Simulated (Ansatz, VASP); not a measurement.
# KTaO3: VASP beside Ansatz

INCAR

```
ALGO     = Normal         # electronic algorithm
EDIFF    = 1E-7           # SCF threshold, eV
EDIFFG   = -0.01          # ionic threshold
ENCUT    = 600            # plane-wave cutoff, eV
GGA      = PE             # functional
IBRION   = 2              # ionic algorithm
ISIF     = 3              # what is computed and relaxed
ISMEAR   = 0              # smearing method
LASPH    = True           # aspherical terms in the spheres
LCHARG   = False          # write CHGCAR
LREAL    = False          # projectors in reciprocal space
LWAVE    = False          # write WAVECAR
NELM     = 80             # most SCF steps
NSW      = 100            # ionic steps
PREC     = Accurate       # precision mode
SIGMA    = 0.02           # smearing width, eV
```

KPOINTS

```
k-points
0
Gamma
  10 10 10
```

POSCAR

```
KTaO3
1.0
   -1.8960829049      1.8960829049      6.1983771712
    1.8960829049     -1.8960829049      6.1983771712
    1.8960829049      1.8960829049     -6.1983771712
K Ta O
1 1 3
Direct
    0.6080302146      0.6080302146      0.0000000000
    0.8919106916      0.8919106916      0.0000000000
    0.3502265738      0.8502265738      0.5000000000
    0.8502265738      0.3502265738      0.5000000000
    0.0392753862      0.0392753862      0.0000000000
```

Input for Ansatz:

```yaml
crystal:
  lattice:
    - [-1.8960829049, 1.8960829049, 6.1983771712]
    - [1.8960829049, -1.8960829049, 6.1983771712]
    - [1.8960829049, 1.8960829049, -6.1983771712]
  atoms:
    - { symbol: K, position: [0.6080302146, 0.6080302146, 0.0] }
    - { symbol: Ta, position: [0.8919106916, 0.8919106916, 0.0] }
    - { symbol: O, position: [0.3502265738, 0.8502265738, 0.5] }
    - { symbol: O, position: [0.8502265738, 0.3502265738, 0.5] }
    - { symbol: O, position: [0.0392753862, 0.0392753862, 0.0] }
basis:
  ecutwfc: 420
kpoints:
  mp_grid: { grid: [10, 10, 10] }
hamiltonian:
  xc: pbe
scf:
  occupations: { method: gaussian, width: 0.02 }
output:
  forces: true
  stress: true
  eigenvalues: true
  write_density: true
  write_potential: true
  elf: true
  volumetric_format: npy
relax:
  adjacent_minimum: "off"
  f_tol: 0.01
  max_steps: 80
  cell: { stress_tol: 0.05 }
```

Alike in both runs: task relaxation of cell and atoms; functional PBE; k mesh 10 × 10 × 10; occupations gaussian, width 0.02 eV; no spin polarisation.

|  | VASP | Ansatz |
| --- | --- | --- |
| version | VASP 6.6.1 | Ansatz 0.2.0 |
| potentials or method | VASP PAW PBE potentials, release 64 (K_sv, Ta_pv, O), cutoff 600 eV | scalar-relativistic, plane waves, PAW |
| valence electrons in the cell | 38 | 40 |

|  | VASP | Ansatz | Ansatz less VASP |
| --- | --- | --- | --- |
| gap on the k mesh at the Fermi level, each at its own relaxed structure (eV) | 2.19 | 2.25 | +0.052 |
| relaxed volume (Å³/atom) | 17.88 | 17.89 | +0.010 |
| relaxed cell length with the largest relative difference (Å) | 6.760 | 6.771 | +0.0111 |

VASP's potentials hold 38 valence electrons a cell and Ansatz's 40, so a difference there can come from the potentials and not from the codes.

Neither program's run includes spin-orbit coupling.
